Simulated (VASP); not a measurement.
# Sn (Fd-3m) in VASP: notebook

Sn is run at these levels: PBEsol; tasks: vibrations by perturbation theory.

Everything below comes from runs of VASP 6.6.1. Logs are shortened: lines on timing, memory, paths and dates and some standing lists are left out, and cuts for length are marked.

## Step 1: The cell of the first run

It takes space group Fd-3m (No. 227, cubic). Conventional cell: a = 6.499 Å, b = 6.499 Å, c = 6.499 Å, α = 90.00°, β = 90.00°, γ = 90.00°. Sn (site symmetry -43m) has 4 Sn at 2.81 Å within 3.7 Å.

This isn't the form of Sn at room conditions, which is tetragonal (white tin).

## Step 2: Vibrations by perturbation theory, PBEsol (34.31 Å³/atom)

File INCAR:

```
SYSTEM = Sn
PREC = Accurate
ENCUT = 520
EDIFF = 1E-8
ISMEAR = -1
SIGMA = 0.15
LREAL = .False.
LASPH = .True.
NELM = 80
ALGO = Fast
ISIF = 2
LWAVE = .False.
LCHARG = .False.
GGA = PS
IBRION = 8
NSW = 1
```

File KPOINTS:

```
Automatic mesh
0
Gamma
  12 12 12
  0 0 0
```

File POSCAR:

```
Sn
1.0
    0.0000000000      3.2495286389      3.2495286389
    3.2495286389      0.0000000000      3.2495286389
    3.2495286389      3.2495286389      0.0000000000
Sn
2
Direct
    0.5000000000      0.5000000000      0.5000000000
    0.7500000000      0.7500000000      0.7500000000
```

Potentials or basis: VASP PAW PBE potentials, release 64 (Sn_d).

Run with:

```console
> cat potpaw_PBE.64/Sn_d/POTCAR > POTCAR
> mpirun -np 1 vasp_std > vasp.out
```

OUTCAR:

```text
SYSTEM = Sn
   PREC = Accurate
   ENCUT = 520
   EDIFF = 1E-8
   ISMEAR = -1
   LREAL = .False.
   LASPH = .True.
   NELM = 80
   ISIF = 2
   GGA = PS
   IBRION = 8
   NSW = 1

 ion  position               nearest neighbor table
   1  0.500  0.500  0.500-   2 2.81   2 2.81   2 2.81   2 2.81
   2  0.750  0.750  0.750-   1 2.81   1 2.81   1 2.81   1 2.81

  LATTYP: Found a face centered cubic cell.
 ALAT       =     6.4990572778

  Lattice vectors:

 A1 = (   0.0000000000,   3.2495286389,   3.2495286389)
 A2 = (   3.2495286389,   0.0000000000,   3.2495286389)
 A3 = (   3.2495286389,   3.2495286389,   0.0000000000)

Analysis of symmetry for initial positions (statically):
=====================================================================
 Subroutine PRICEL returns:
 Original cell was already a primitive cell.

 Routine SETGRP: Setting up the symmetry group for a
 face centered cubic supercell.

 Subroutine GETGRP returns: Found 48 space group operations
 (whereof 24 operations were pure point group operations)
 out of a pool of 48 trial point group operations.

The static configuration has the point symmetry T_d .
 The point group associated with its full space group is O_h .

Analysis of symmetry for dynamics (positions and initial velocities):
=====================================================================
 Subroutine PRICEL returns:
 Original cell was already a primitive cell.

 Routine SETGRP: Setting up the symmetry group for a
 face centered cubic supercell.

 Subroutine GETGRP returns: Found 48 space group operations
 (whereof 24 operations were pure point group operations)
 out of a pool of 48 trial point group operations.

The dynamic configuration has the point symmetry T_d .
 The point group associated with its full space group is O_h .

 Subroutine INISYM returns: Found 48 space group operations
 (whereof 24 operations are pure point group operations),
 and found     1 'primitive' translations

----------------------------------------------------------------------------------------

                                     Primitive cell

  volume of cell :      68.6264

  direct lattice vectors                    reciprocal lattice vectors
     0.000000000  3.249528639  3.249528639    -0.153868470  0.153868470  0.153868470
     3.249528639  0.000000000  3.249528639     0.153868470 -0.153868470  0.153868470
     3.249528639  3.249528639  0.000000000     0.153868470  0.153868470 -0.153868470

  length of vectors
     4.595527472  4.595527472  4.595527472     0.266508008  0.266508008  0.266508008

  position of ions in fractional coordinates (direct lattice)
     0.500000000  0.500000000  0.500000000
     0.750000000  0.750000000  0.750000000

  ion indices of the primitive-cell ions
   primitive index   ion index
                 1           1
                 2           2

----------------------------------------------------------------------------------------

 KPOINTS: Automatic mesh

Automatic generation of k-mesh.
 Grid dimensions read from file:
 generate k-points for:   12   12   12

 Generating k-lattice:

  Cartesian coordinates                     Fractional coordinates (reciprocal lattice)
    -0.012822373  0.012822373  0.012822373     0.083333333  0.000000000  0.000000000
     0.012822373 -0.012822373  0.012822373     0.000000000  0.083333333  0.000000000
[... 72 lines left out ...]
   EFERMI =   0.00;   METHOD = LEGACY
   ISMEAR =    -1;   SIGMA  =   0.15  broadening in eV -4-tet -1-fermi 0-gaus
   EFERMI_NEDOS =   21; number of points for ismear=-14 and -15
   IALGO  =     68    algorithm
   IMIX   =      4    mixing-type and parameters
     AMIX     =   0.40;   BMIX     =  1.00
     AMIX_MAG =   1.60;   BMIX_MAG =  1.00
  volume/ion in A,a.u.               =      34.31       231.56
  Fermi-wavevector in a.u.,A,eV,Ry     =   1.214219  2.294542 20.059458  1.474329
  Thomas-Fermi vector in A             =   2.349646
   LORBIT       =      0    0 simple, 1 ext, 2 COOP (PROOUT), +10 PAW based schemes
   GGA     = PS    functional components
   LHFCALC =     F    Hartree Fock is set to
   AEXX    =    0.0000 exact exchange contribution
   IVDW    =     0    specifies the selected vdW correction
   LEPSILON=     F    determine dielectric tensor
   LRPA    =     F    only Hartree local field effects (RPA)
 non-spin polarized calculation
 RMM-DIIS sequential band-by-band and
  energy-cutoff  :      520.00
  volume of cell :       68.63
 maximum number of plane-waves:      1873
 NGX is ok and might be reduce to    36
   NGX = 17   NGY = 17   NGZ = 17

--------------------------------------- Ionic step        1  -------------------------------------------

 number of electron      27.9999999 magnetization

 Free energy of the ion-electron system (eV)
  ---------------------------------------------------
  ext. energy  EPLUGINS =         0.00000000
  ---------------------------------------------------
  free energy    TOTEN  =        -8.46857196 eV

  energy without entropy =       -8.45392962  energy(sigma->0) =       -8.46125079

 E-fermi :   5.4862     XC(G=0):  -9.0481

 val. band max:        5.4139729030   @ k =   0.4167   0.0000   0.0000
 cond. band min:       5.5265362402   @ k =   0.0000   0.0000   0.0000
 fundamental gap:      0.1125633373
 Fermi energy:         5.4862028034

 k-point     1 :       0.0000    0.0000    0.0000
  band No.  band energies     occupation
      1     -16.1502      2.00000
      2     -16.1502      2.00000
      3     -16.1502      2.00000
      4     -16.0902      2.00000
      5     -16.0902      2.00000
      6     -15.7821      2.00000
[... 481 lines left out ...]
      5     -16.0031      2.00000
      6     -15.8723      2.00000
[... 10 lines left out ...]
     17       9.3913      0.00000
     18      11.4373      0.00000

 [... further k-points ...]

------------------------ aborting loop because EDIFF is reached ----------------------------------------

  FORCE on cell =-STRESS in cart. coord.  units (eV):
  Direction    XX          YY          ZZ          XY          YZ          ZX
  --------------------------------------------------------------------------------------
  -------------------------------------------------------------------------------------
  Total        0.3433732      0.3433732      0.3433732     -0.0000000      0.0000000     -0.0000000
  in kB        8.0165202      8.0165202      8.0165202     -0.0000000      0.0000000     -0.0000000
  external PRESSURE =       8.0165202 kB  Pullay stress =       0.0000000 kB

 VOLUME and BASIS-vectors are now :
 -----------------------------------------------------------------------------
  energy-cutoff  :      520.00
  volume of cell :       68.63
      direct lattice vectors                 reciprocal lattice vectors
     0.000000000  3.249528639  3.249528639    -0.153868470  0.153868470  0.153868470
     3.249528639  0.000000000  3.249528639     0.153868470 -0.153868470  0.153868470
     3.249528639  3.249528639  0.000000000     0.153868470  0.153868470 -0.153868470

 POSITION                                       TOTAL-FORCE (eV/Angst)
 -----------------------------------------------------------------------------------
      3.24953      3.24953      3.24953         0.000000      0.000000      0.000000
      4.87429      4.87429      4.87429        -0.000000     -0.000000     -0.000000
 -----------------------------------------------------------------------------------
    total drift:                                0.000000      0.000000      0.000000

  FREE ENERGIE OF THE ION-ELECTRON SYSTEM (eV)
  ---------------------------------------------------
  free  energy   TOTEN  =        -8.4685719617 eV

  energy  without entropy=       -8.4539296239  energy(sigma->0) =       -8.46125079

[... ionic steps 2 to 3 ...]

--------------------------------------- Ionic step        4  -------------------------------------------

 Free energy of the ion-electron system (eV)
  ---------------------------------------------------
  ---------------------------------------------------
  free energy    TOTEN  =        -0.22081667 eV

  energy without entropy =       -0.22081667

------------------------ aborting loop because EDIFF is reached ----------------------------------------

 INTERNAL STRAIN TENSOR  FOR ION    1  DIRECTION 1   (eV/Angst):
 -----------------------------------------------------------------------------
    -0.00801  0.00000  0.00000
     0.00000  0.00493  8.54593
     0.00000  8.54593  0.00493

 INTERNAL STRAIN TENSOR FOR ION    2 for displacements in x,y,z  (eV/Angst):
          X           Y           Z          XY          YZ          ZX
  --------------------------------------------------------------------------------
  x     0.00000    -0.00000    -0.00000     0.00000    -8.54593     0.00000
  y     0.00000    -0.00000     0.00000     0.00000     0.00000    -8.54593
  z    -0.00000    -0.00000     0.00000    -8.54593     0.00000     0.00000

 SECOND DERIVATIVES (NOT SYMMETRIZED)
 ------------------------------------
               1X          1Y          1Z          2X          2Y          2Z
  1X    -7.613813    0.000000    0.000000    7.613813    0.000000    0.000000
  1Y     0.000000   -7.613813    0.000000    0.000000    7.613813    0.000000
  1Z     0.000000    0.000000   -7.613813    0.000000    0.000000    7.613813
  2X     7.613813    0.000000    0.000000   -7.613813    0.000000    0.000000
  2Y     0.000000    7.613813    0.000000    0.000000   -7.613813    0.000000
  2Z     0.000000    0.000000    7.613813    0.000000    0.000000   -7.613813

 Eigenvectors and eigenvalues of the dynamical matrix
 ----------------------------------------------------

   1 f  =    5.599164 THz    35.180584 2PiTHz  186.768002 cm-1    23.156271 meV
             X         Y         Z           dx          dy          dz
      3.249529  3.249529  3.249529     0.000000   -0.707107    0.000000
      4.874293  4.874293  4.874293     0.000000    0.707107    0.000000
[... 21 lines left out ...]
   6 f  =    0.000000 THz     0.000000 2PiTHz    0.000000 cm-1     0.000000 meV
             X         Y         Z           dx          dy          dz
      3.249529  3.249529  3.249529     0.000000    0.000000    0.707107
      4.874293  4.874293  4.874293     0.000000    0.000000    0.707107

--------------------------------------------------------------------------------------------------------

 ELASTIC MODULI CONTR FROM IONIC RELAXATION (kBar)
 Direction    XX          YY          ZZ          XY          YZ          ZX
 --------------------------------------------------------------------------------
 XX          -0.0000      0.0000      0.0000     -0.0000      0.0000      0.0000
 YY           0.0000     -0.0000      0.0000     -0.0000     -0.0000     -0.0000
 ZZ           0.0000      0.0000     -0.0000      0.0000     -0.0000      0.0000
 XY          -0.0000     -0.0000      0.0000   -223.9423      0.0000      0.0000
 YZ           0.0000     -0.0000     -0.0000      0.0000   -223.9423      0.0000
 ZX           0.0000     -0.0000      0.0000      0.0000      0.0000   -223.9423
 --------------------------------------------------------------------------------
```

Run time: 19 min. Hardware: 1 thread of Oxide Virtual Turin-like, shared host; peak memory 0.71 GiB.

What came out:

```
Highest phonon frequency at Γ : 187 cm⁻¹
```

Phonon frequencies in cm⁻¹ (negative: imaginary):
| q point | frequencies |
| --- | --- |
| (0.000, 0.000, 0.000) | 0 0 0 187 187 187 |

Caveat: the PAW data sets were made with another functional, which shifts forces and pressure a little; spin-orbit coupling is left out, which moves the levels of the heavy elements.

## Step 3: Vibrations by perturbation theory, PBEsol

This run uses another cell than the first one, of 35.01 Å³/atom.

File INCAR:

```
PREC = Accurate
ENCUT = 520
EDIFF = 1E-8
ISMEAR = -1
SIGMA = 0.15
LREAL = False
LASPH = True
NELM = 80
ALGO = Fast
ISIF = 2
LWAVE = False
LCHARG = False
GGA = PS
NBANDS = 21
IBRION = 8
NSW = 1
```

File KPOINTS:

```
Automatic mesh
0
Gamma
  12 12 12
```

File POSCAR:

```
Sn
1.0
    0.0000000000      3.2714855796      3.2714855796
    3.2714855796      0.0000000000      3.2714855796
    3.2714855796      3.2714855796      0.0000000000
Sn
2
Direct
    0.5000000000      0.5000000000      0.5000000000
    0.7500000000      0.7500000000      0.7500000000
```

Potentials or basis: VASP PAW PBE potentials, release 64 (Sn_d).

Run with:

```console
> cat potpaw_PBE.64/Sn_d/POTCAR > POTCAR
> mpirun -np 1 vasp_std > vasp.out
```

OUTCAR:

```text
PREC = Accurate
   ENCUT = 520
   EDIFF = 1E-8
   ISMEAR = -1
   LREAL = False
   LASPH = True
   NELM = 80
   ISIF = 2
   GGA = PS
   IBRION = 8
   NSW = 1

 ion  position               nearest neighbor table
   1  0.500  0.500  0.500-   2 2.83   2 2.83   2 2.83   2 2.83
   2  0.750  0.750  0.750-   1 2.83   1 2.83   1 2.83   1 2.83

  LATTYP: Found a face centered cubic cell.
 ALAT       =     6.5429711592

  Lattice vectors:

 A1 = (   0.0000000000,   3.2714855796,   3.2714855796)
[... 827 lines left out ...]
  1X    -7.190513    0.000000    0.000000    7.190513    0.000000    0.000000
  1Y     0.000000   -7.190513    0.000000    0.000000    7.190513    0.000000
  1Z     0.000000    0.000000   -7.190513    0.000000    0.000000    7.190513
  2X     7.190513    0.000000    0.000000   -7.190513    0.000000    0.000000
  2Y     0.000000    7.190513    0.000000    0.000000   -7.190513    0.000000
  2Z     0.000000    0.000000    7.190513    0.000000    0.000000   -7.190513

 Eigenvectors and eigenvalues of the dynamical matrix
 ----------------------------------------------------

   1 f  =    5.441292 THz    34.188645 2PiTHz  181.501958 cm-1    22.503365 meV
             X         Y         Z           dx          dy          dz
      3.271486  3.271486  3.271486     0.000000   -0.707107    0.000000
      4.907228  4.907228  4.907228     0.000000    0.707107    0.000000
[... 21 lines left out ...]
   6 f  =    0.000000 THz     0.000000 2PiTHz    0.000000 cm-1     0.000000 meV
             X         Y         Z           dx          dy          dz
      3.271486  3.271486  3.271486     0.000000    0.000000    0.707107
      4.907228  4.907228  4.907228     0.000000    0.000000    0.707107

--------------------------------------------------------------------------------------------------------

 ELASTIC MODULI CONTR FROM IONIC RELAXATION (kBar)
 Direction    XX          YY          ZZ          XY          YZ          ZX
 --------------------------------------------------------------------------------
 XX          -0.0000     -0.0000     -0.0000     -0.0000      0.0000      0.0000
 YY          -0.0000     -0.0000     -0.0000     -0.0000     -0.0000      0.0000
 ZZ          -0.0000     -0.0000     -0.0000      0.0000     -0.0000      0.0000
 XY          -0.0000     -0.0000      0.0000   -197.3461      0.0000      0.0000
 YZ           0.0000     -0.0000     -0.0000      0.0000   -197.3461      0.0000
 ZX           0.0000      0.0000      0.0000      0.0000      0.0000   -197.3461
 --------------------------------------------------------------------------------
```

OSZICAR:

```text
N       E                     dE             d eps       ncg     rms          rms(c)
DAV:   1     0.225423090884E+03    0.22542E+03   -0.14909E+04  3054   0.191E+03
DAV:   2     0.155616943632E+02   -0.20986E+03   -0.20533E+03  3034   0.435E+02
DAV:   3    -0.779545115888E+01   -0.23357E+02   -0.23228E+02  3579   0.138E+02
DAV:   4    -0.854382438726E+01   -0.74837E+00   -0.74811E+00  3389   0.278E+01
[... 28 lines left out ...]
RMM:   8    -0.220902778952E+00    0.29014E-05   -0.25865E-07 22271   0.128E-03    0.172E-04
RMM:   9    -0.220901581174E+00    0.11978E-05   -0.22103E-07 21731   0.646E-04    0.450E-05
RMM:  10    -0.220901885372E+00   -0.30420E-06   -0.10009E-07 22740   0.424E-04    0.228E-05
RMM:  11    -0.220901841842E+00    0.43530E-07   -0.17257E-08 22379   0.346E-04    0.794E-06
RMM:  12    -0.220901839110E+00    0.27320E-08   -0.23983E-08 23396   0.312E-04    0.564E-06
 Linear response finished
```

stdout:

```text
POSCAR found type information on POSCAR Sn
 POSCAR found :  1 types and       2 ions
 scaLAPACK will be used
 -----------------------------------------------------------------------------
|                                                                             |
|                                                                             |
|     You enforced a specific xc type in the INCAR file but a different       |
|     I HOPE YOU KNOW WHAT YOU ARE DOING!                                     |
|                                                                             |
 -----------------------------------------------------------------------------

 LDA part: xc-table for (Slater+PW92), standard interpolation
 POSCAR, INCAR and KPOINTS ok, starting setup
 FFT: planning ... GRIDC
 FFT: planning ... GRID_SOFT
 FFT: planning ... GRID
 WAVECAR not read
 entering main loop
 num prob RMM:  16    -0.847218397133E+01   -0.26693E-07   -0.13530E-08  2121   0.112E-03    0.105E-04
 num prob  num prob  num prob  num prob  num prob  num prob  num prob  num prob RMM:  17    -0.847218396882E+01    0.25098E-08   -0.49587E-09  2001   0.729E-04
 Linear response reoptimize wavefunctions to high precision
 Linear response DOF=           1
 Linear response progress:
 first order change of Fermi-energy   0.78411E-04
 force on displaced ion       1 direction 1 :  -7.191  -0.000  -0.000
 Linear response finished
```

Run time: 21 min. Hardware: 1 thread of Oxide Virtual Turin-like, shared host; peak memory 0.8 GiB.

Results:

* Highest phonon frequency at Γ: 182 cm⁻¹

Phonon frequencies in cm⁻¹ (negative: imaginary):
| q point | frequencies |
| --- | --- |
| (0.000, 0.000, 0.000) | 0 0 0 182 182 182 |

Caveat: the PAW data sets were made with another functional, which shifts forces and pressure a little; spin-orbit coupling is left out, which moves the levels of the heavy elements.
